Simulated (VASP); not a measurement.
**BaS4: single point with PBE**

BaS4:

```
Ba S
1.0
     5.49530    0.00000    0.00000
     0.00000    5.49530    0.00000
     0.00000    0.00000    5.31837
Ba S
1 4
Cartesian
  0.0000 0.0000 0.0000
  2.7477 0.0000 1.6657
  0.0000 2.7477 3.6527
  2.7477 0.0000 3.6527
  0.0000 2.7477 1.6657
```

```
Program             : VASP 6.6.1
Task                : single point
Functional          : PBE
Potentials or basis : VASP PAW PBE potentials, release 64 (Ba_sv, S)
Cutoff              : 520 eV
k mesh              : 8 × 8 × 8
Occupations         : gaussian, width 0.1 eV
Spin                : no spin polarisation
```

```
Pressure               : 0.1 GPa
Largest force          : 0.199 eV/Å
Band gap on the k mesh : zero (band 17 reaches 1.91 eV, above the bottom of band 18 at 1.13 eV)
```

Forces on the atoms (eV/Å):
```
Ba   0.000  0.000  0.000
S    0.000  0.000  0.199
S    0.000  0.000 -0.199
S    0.000  0.000 -0.199
S    0.000  0.000  0.199
```

Stress tensor (GPa, compression positive):
```
 0.30  0.00  0.00
 0.00  0.30  0.00
 0.00  0.00 -0.43
```

Levels at points of the mesh, in eV from the Fermi level:
```csv
k point,band 13,band 14,band 15,band 16,band 17,band 18,band 19,band 20,band 21,band 22
"(0.00, 0.00, 0.00)",-2.68,-2.68,-1.23,-1.23,0.41,0.41,2.48,3.70,4.46,5.29
"(0.50, 0.00, 0.00)",-3.35,-3.24,-1.00,-0.12,-0.03,0.06,3.17,4.06,4.98,5.35
"(0.50, 0.50, 0.00)",-2.98,-2.47,-0.65,-0.49,0.30,0.77,3.57,3.57,4.74,4.84
"(0.00, 0.00, 0.50)",-2.64,-2.64,-0.81,-0.81,0.16,0.16,1.31,1.82,4.11,4.58
"(0.50, 0.00, 0.50)",-3.14,-3.10,-1.23,-0.72,-0.62,-0.26,1.61,2.28,4.80,5.01
"(0.50, 0.50, 0.50)",-2.62,-2.33,-1.68,-1.67,-0.72,0.37,2.32,2.32,4.28,4.28
```

Run time: 3.3 min on 1 thread of Intel(R) Xeon(R) Platinum 8488C (Sapphire Rapids), on a shared host, peak memory 0.41 GiB.

Caveat: spin-orbit coupling is left out, which moves the levels of the heavy elements.
